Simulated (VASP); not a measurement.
# CuI (Pm-3n) in VASP: a series of runs

The runs below take CuI through single point, with PBE.

Everything below comes from runs of VASP 6.6.1. Logs are shortened: lines on timing, memory, paths and dates and some standing lists are left out, and cuts for length are marked.

### 1 The cell of the first run

Symmetry: Pm-3n, No. 223, cubic system. Conventional cell: a = 7.515 Å, b = 7.515 Å, c = 7.515 Å, α = 90.00°, β = 90.00°, γ = 90.00°. Within 3.5 Å of Cu (site symmetry -4m2) lie 4 I at 2.66 Å. I (site symmetry -4m2) has 4 Cu at 2.66 Å within 3.5 Å.

The cell was built from a structure type or drawn by symmetry, and may not be a known phase.

### 2 Single point, PBE

File INCAR:

```
SYSTEM = CuI
ALGO = Normal
EDIFF = 1E-6
ENCUT = 520
GGA = PE
ISIF = 2
ISMEAR = 0
LASPH = .TRUE.
LCHARG = .TRUE.
LELF = .TRUE.
LREAL = .FALSE.
LVHAR = .TRUE.
LWAVE = .FALSE.
NBANDS = 66
NELM = 100
PREC = Accurate
SIGMA = 0.1
```

File KPOINTS:

```
k-points
0
G
  2 2 2
  0 0 0
```

File POSCAR:

```
CuI
1.0
    7.5145652000      0.0000000000      0.0000000000
    0.0000000000      7.5145652000      0.0000000000
    0.0000000000      0.0000000000      7.5145652000
Cu I
6 6
Direct
    0.7500000000      0.5000000000      0.0000000000
    0.5000000000      0.0000000000      0.7500000000
    0.0000000000      0.7500000000      0.5000000000
    0.0000000000      0.2500000000      0.5000000000
    0.2500000000      0.5000000000      0.0000000000
    0.5000000000      0.0000000000      0.2500000000
    0.5000000000      0.7500000000      0.0000000000
    0.7500000000      0.0000000000      0.5000000000
    0.0000000000      0.5000000000      0.7500000000
    0.2500000000      0.0000000000      0.5000000000
    0.0000000000      0.5000000000      0.2500000000
    0.5000000000      0.2500000000      0.0000000000
```

Potentials or basis: VASP PAW PBE potentials, release 64 (Cu, I).

Started as:

```console
cat potpaw_PBE.64/Cu/POTCAR potpaw_PBE.64/I/POTCAR > POTCAR
mpirun -np 1 vasp_std > vasp.out
```

OUTCAR:

```text
SYSTEM = CuI
   EDIFF = 1E-6
   ENCUT = 520
   GGA = PE
   ISIF = 2
   ISMEAR = 0
   LASPH = .TRUE.
   LREAL = .FALSE.
   NELM = 100
   PREC = Accurate

 ion  position               nearest neighbor table
   1  0.750  0.500  0.000-   7 2.66   9 2.66  11 2.66  12 2.66
   2  0.500  0.000  0.750-   7 2.66   8 2.66  10 2.66  12 2.66
   3  0.000  0.750  0.500-   8 2.66   9 2.66  10 2.66  11 2.66
   4  0.000  0.250  0.500-   8 2.66   9 2.66  10 2.66  11 2.66
   5  0.250  0.500  0.000-   7 2.66   9 2.66  11 2.66  12 2.66
   6  0.500  0.000  0.250-   7 2.66   8 2.66  10 2.66  12 2.66
   7  0.500  0.750  0.000-   1 2.66   2 2.66   5 2.66   6 2.66
   8  0.750  0.000  0.500-   2 2.66   3 2.66   4 2.66   6 2.66
   9  0.000  0.500  0.750-   1 2.66   3 2.66   4 2.66   5 2.66
  10  0.250  0.000  0.500-   2 2.66   3 2.66   4 2.66   6 2.66
  11  0.000  0.500  0.250-   1 2.66   3 2.66   4 2.66   5 2.66
  12  0.500  0.250  0.000-   1 2.66   2 2.66   5 2.66   6 2.66

  LATTYP: Found a simple cubic cell.
 ALAT       =     7.5145652000

  Lattice vectors:

 A1 = (   7.5145652000,   0.0000000000,   0.0000000000)
 A2 = (   0.0000000000,   7.5145652000,   0.0000000000)
 A3 = (   0.0000000000,   0.0000000000,   7.5145652000)

Analysis of symmetry for initial positions (statically):
=====================================================================
 Subroutine PRICEL returns:
 Original cell was already a primitive cell.

 Routine SETGRP: Setting up the symmetry group for a
 simple cubic supercell.

 Subroutine GETGRP returns: Found 48 space group operations
 (whereof 24 operations were pure point group operations)
 out of a pool of 48 trial point group operations.

The static configuration has the point symmetry T_h .
 The point group associated with its full space group is O_h .

Analysis of symmetry for dynamics (positions and initial velocities):
=====================================================================
 Subroutine PRICEL returns:
 Original cell was already a primitive cell.

 Routine SETGRP: Setting up the symmetry group for a
 simple cubic supercell.

 Subroutine GETGRP returns: Found 48 space group operations
 (whereof 24 operations were pure point group operations)
 out of a pool of 48 trial point group operations.
[... 107 lines left out ...]
   ISIF   =      2    stress and relaxation
   ISYM   =      2    0-nonsym 1-usesym 2-fastsym
   POTIM  = 0.5000    time-step for ionic-motion
   TEBEG  =    0.0;   TEEND  =   0.0 temperature during run
   PSTRESS=    0.0 pullay stress
   NELECT =     108.0000    total number of electrons
   NUPDOWN=      -1.0000    fix difference up-down
   EMIN   =  10.00;   EMAX   =-10.00  energy-range for DOS
   EFERMI =   0.00;   METHOD = LEGACY
   ISMEAR =     0;   SIGMA  =   0.10  broadening in eV -4-tet -1-fermi 0-gaus
   EFERMI_NEDOS =   21; number of points for ismear=-14 and -15
   IALGO  =     38    algorithm
   IMIX   =      4    mixing-type and parameters
     AMIX     =   0.40;   BMIX     =  1.00
     AMIX_MAG =   1.60;   BMIX_MAG =  1.00
  volume/ion in A,a.u.               =      35.36       238.63
  Fermi-wavevector in a.u.,A,eV,Ry     =   1.037478  1.960549 14.644775  1.076361
  Thomas-Fermi vector in A             =   2.171918
   LORBIT       =      0    0 simple, 1 ext, 2 COOP (PROOUT), +10 PAW based schemes
   GGA     = PE    functional components
   LHFCALC =     F    Hartree Fock is set to
   AEXX    =    0.0000 exact exchange contribution
   IVDW    =     0    specifies the selected vdW correction
   LEPSILON=     F    determine dielectric tensor
   LRPA    =     F    only Hartree local field effects (RPA)
 non-spin polarized calculation
 Gauss-broadening in eV      SIGMA  =   0.10
  energy-cutoff  :      520.00
  volume of cell :      424.34
 maximum number of plane-waves:     11536
 NGX is ok and might be reduce to    56
   NGX = 27   NGY = 27   NGZ = 27

 number of electron     108.0000056 magnetization

 Free energy of the ion-electron system (eV)
  ---------------------------------------------------
  ext. energy  EPLUGINS =         0.00000000
  ---------------------------------------------------
  free energy    TOTEN  =       -32.24752805 eV

  energy without entropy =      -32.24752805  energy(sigma->0) =      -32.24752805

 E-fermi :   2.9655     XC(G=0):  -7.5501

 val. band max:        2.4977149489   @ k =   0.0000   0.0000   0.0000
 cond. band min:       3.7093695363   @ k =   0.0000   0.0000   0.0000
 fundamental gap:      1.2116545874
 Fermi energy:         2.9654934313

 k-point     1 :       0.0000    0.0000    0.0000
  band No.  band energies     occupation
      1     -11.3112      2.00000
      2     -10.9857      2.00000
      3     -10.9857      2.00000
      4     -10.5238      2.00000
      5     -10.5238      2.00000
      6     -10.5238      2.00000
[... 265 lines left out ...]
     65       6.6654      0.00000
     66       6.6654      0.00000

------------------------ aborting loop because EDIFF is reached ----------------------------------------

  FORCE on cell =-STRESS in cart. coord.  units (eV):
  Direction    XX          YY          ZZ          XY          YZ          ZX
  --------------------------------------------------------------------------------------
  -------------------------------------------------------------------------------------
  Total        0.1994534      0.1994534      0.1994534      0.0000000     -0.0000000      0.0000000
  in kB        0.7530787      0.7530787      0.7530787      0.0000000     -0.0000000      0.0000000
  external PRESSURE =       0.7530787 kB  Pullay stress =       0.0000000 kB

 VOLUME and BASIS-vectors are now :
 -----------------------------------------------------------------------------
  energy-cutoff  :      520.00
  volume of cell :      424.34
      direct lattice vectors                 reciprocal lattice vectors
     7.514565200  0.000000000  0.000000000     0.133074898  0.000000000  0.000000000
     0.000000000  7.514565200  0.000000000     0.000000000  0.133074898  0.000000000
     0.000000000  0.000000000  7.514565200     0.000000000  0.000000000  0.133074898

 POSITION                                       TOTAL-FORCE (eV/Angst)
 -----------------------------------------------------------------------------------
      5.63592      3.75728      0.00000        -0.000000      0.000000      0.000000
      3.75728      0.00000      5.63592        -0.000000     -0.000000     -0.000000
      0.00000      5.63592      3.75728        -0.000000     -0.000000      0.000000
      0.00000      1.87864      3.75728         0.000000      0.000000     -0.000000
      1.87864      3.75728      0.00000         0.000000     -0.000000      0.000000
      3.75728      0.00000      1.87864        -0.000000     -0.000000     -0.000000
      3.75728      5.63592      0.00000         0.000000      0.000000     -0.000000
      5.63592      0.00000      3.75728        -0.000000     -0.000000      0.000000
      0.00000      3.75728      5.63592        -0.000000     -0.000000      0.000000
      1.87864      0.00000      3.75728         0.000000      0.000000     -0.000000
      0.00000      3.75728      1.87864         0.000000      0.000000     -0.000000
      3.75728      1.87864      0.00000         0.000000     -0.000000      0.000000
 -----------------------------------------------------------------------------------
    total drift:                                0.000000     -0.000000      0.000000

  FREE ENERGIE OF THE ION-ELECTRON SYSTEM (eV)
  ---------------------------------------------------
  free  energy   TOTEN  =       -32.2475280454 eV

  energy  without entropy=      -32.2475280454  energy(sigma->0) =      -32.24752805
```

OSZICAR:

```text
N       E                     dE             d eps       ncg     rms          rms(c)
DAV:   1     0.980719561222E+03    0.98072E+03   -0.41349E+04   528   0.164E+03
DAV:   2     0.113652440247E+03   -0.86707E+03   -0.84005E+03   528   0.384E+02
DAV:   3    -0.207742297855E+02   -0.13443E+03   -0.13044E+03   720   0.179E+02
DAV:   4    -0.332359622628E+02   -0.12462E+02   -0.12382E+02   832   0.543E+01
DAV:   5    -0.334465299370E+02   -0.21057E+00   -0.21028E+00   840   0.922E+00    0.123E+01
DAV:   6    -0.329445934146E+02    0.50194E+00   -0.22972E+01   768   0.592E+01    0.798E+00
DAV:   7    -0.322449392077E+02    0.69965E+00   -0.53240E+00   704   0.363E+01    0.417E+00
DAV:   8    -0.322825438631E+02   -0.37605E-01   -0.50843E-01   816   0.513E+00    0.159E+00
DAV:   9    -0.322456909140E+02    0.36853E-01   -0.22153E-01   736   0.660E+00    0.393E-01
DAV:  10    -0.322475398450E+02   -0.18489E-02   -0.13752E-02   752   0.600E-01    0.157E-01
DAV:  11    -0.322477137591E+02   -0.17391E-03   -0.49935E-03   742   0.987E-01    0.964E-02
DAV:  12    -0.322476015391E+02    0.11222E-03   -0.69087E-04   768   0.311E-01    0.864E-02
DAV:  13    -0.322475311883E+02    0.70351E-04   -0.10950E-04   764   0.935E-02    0.118E-02
DAV:  14    -0.322475286113E+02    0.25770E-05   -0.33937E-05   814   0.506E-02    0.119E-02
DAV:  15    -0.322475280454E+02    0.56590E-06   -0.13748E-06   420   0.842E-03
   1 F= -.32247528E+02 E0= -.32247528E+02  d E =-.664305E-11
```

Wall time 4.2 min (1 thread of Oxide Virtual Turin-like, shared host); peak memory 0.41 GiB.

Results:

```
Free energy            : -32.2475 eV
Pressure               : 0.1 GPa
Band gap on the k mesh : 1.21 eV
```

Levels at points of the mesh, in eV from the valence-band top:
```tsv
k point	band 51	band 52	band 53	band 54	band 55	band 56	band 57	band 58
(0.00, 0.00, 0.00)	-1.04	0.00	0.00	0.00	1.21	2.31	2.31	2.31
(0.50, 0.00, 0.00)	-0.60	-0.60	-0.16	-0.16	2.23	2.23	2.76	2.76
(0.50, 0.50, 0.00)	-0.74	-0.69	-0.69	-0.20	2.73	2.73	2.75	2.99
(0.50, 0.50, 0.50)	-0.92	-0.92	-0.92	-0.92	3.52	3.52	3.52	3.52
```

Caveat: spin-orbit coupling is left out, which moves the levels of the heavy elements.

(Continued in part 2 of 2.)
